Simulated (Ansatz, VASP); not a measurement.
# Two plane-wave programs on AlNi

Contents of POSCAR:

```
AlNi
1.0
    2.0223875470     -2.0979985727      0.0000000000
    2.0223875470      2.0979985727      0.0000000000
    0.0000000000      0.0000000000      2.8700173234
Al Ni
1 1
Direct
    0.0000000000      0.0000000000      0.0000000000
    0.5000000000      0.5000000000      0.5000000000
```

File INCAR.step1:

```
ALGO = Normal
EDIFF = 1E-4
ENCUT = 520
GGA = PE
ISMEAR = 0
LASPH = True
LCHARG = False
LREAL = False
LWAVE = True
NBANDS = 14
NELM = 80
PREC = Accurate
SIGMA = 0.15
```

INCAR.step2

```
ALGO = Normal
EDIFF = 1E-7
ENCUT = 520
ISIF = 2
ISMEAR = 0
ISTART = 1
LASPH = True
LCHARG = False
LMIXTAU = True
LREAL = False
LWAVE = False
METAGGA = R2SCAN
NBANDS = 14
NELM = 80
PREC = Accurate
SIGMA = 0.15
```

Contents of KPOINTS:

```
k-points
0
Gamma
  20 20 20
```

Input for Ansatz:

```yaml
crystal:
  lattice:
    - [2.022387547, -2.0979985727, 0.0]
    - [2.022387547, 2.0979985727, 0.0]
    - [0.0, 0.0, 2.8700173234]
  atoms:
    - { symbol: Al, position: [0.0, 0.0, 0.0] }
    - { symbol: Ni, position: [0.5, 0.5, 0.5] }
basis:
  ecutwfc: 500
kpoints:
  mp_grid: { grid: [20, 20, 20] }
hamiltonian:
  xc: r2scan
scf:
  occupations: { method: gaussian, width: 0.15 }
output:
  forces: true
  stress: true
  eigenvalues: true
  write_density: true
  write_potential: true
  elf: true
  volumetric_format: npy
```

Change from the starting cell: strain +0.0375 x Voigt [0, 1, 0, 0, 0, 0], atoms carried along.

Alike in both runs: task single point; functional r2SCAN; k mesh 20 × 20 × 20; occupations gaussian, width 0.15 eV; no spin polarisation.

|  | VASP | Ansatz |
| --- | --- | --- |
| version | VASP 6.6.1 | Ansatz 0.2.0 |
| potentials or method | VASP PAW PBE potentials, release 64 (Al, Ni), cutoff 520 eV | scalar-relativistic, plane waves, PAW |
| valence electrons in the cell | 13 | 21 |

```tsv
	VASP	Ansatz	Ansatz less VASP
gap on the k mesh at the Fermi level (eV)	none	none	-
pressure (GPa)	-6.0	-5.8	+0.17
traceless stress, the component that is largest in VASP (GPa)	-4.78	-4.79	-0.011
```

VASP's potentials were made for PBE, not for r2SCAN. A gap of «none» marks a metal or a gap that the smearing closes. VASP's potentials hold 13 valence electrons a cell and Ansatz's 21, so a difference there can come from the potentials and not from the codes.
